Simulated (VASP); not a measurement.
Fe: single point with r2SCAN

Fe:

```
CELL_PARAMETERS angstrom
0.00000 1.77642 1.77642
1.77642 0.00000 1.77642
1.77642 1.77642 0.00000
ATOMIC_POSITIONS crystal
Fe 0.00000 0.00000 0.00000
```

This isn't the form of Fe at room conditions, which is bcc.

- Program: VASP 6.6.1
- Task: single point
- Functional: r2SCAN
- Potentials or basis: VASP PAW PBE potentials, release 64 (Fe)
- Cutoff: 600 eV
- k mesh: 17 × 17 × 17
- Occupations: fermi-dirac, width 0.05 eV
- Spin: collinear spin, ferromagnetic start
- Starting moments: [2.936] μB

```yaml
Pressure: 14.7 GPa
Net_moment: 2.70 μB per cell
Site_moments: Fe +2.74 μB
Valence_electrons_inside_the_program's_atomic_spheres: Fe 7.31
```

Levels at points of the mesh, in eV from the Fermi level:
Spin up:
| k point | band 3 | band 4 | band 5 | band 6 | band 7 | band 8 |
| --- | --- | --- | --- | --- | --- | --- |
| (0.00, 0.00, 0.00) | -3.41 | -3.41 | -2.37 | -2.37 | 23.13 | 27.66 |
Spin down:
```
           k point  band 1  band 2  band 3  band 4  band 5  band 6  band 7  band 8
(0.00, 0.00, 0.00)   -9.68   -0.01   -0.01   -0.01    2.13    2.13   22.35   28.66
```

It took 3.3 min on 4 MPI ranks on Intel(R) Xeon(R) Platinum 8275CL CPU @ 3.00GHz (Skylake/Cascade Lake) (shared host), peak memory 0.22 GiB a rank.

Caveat: the cell stands under pressure; the PAW data sets were made with another functional, which shifts forces and pressure a little.
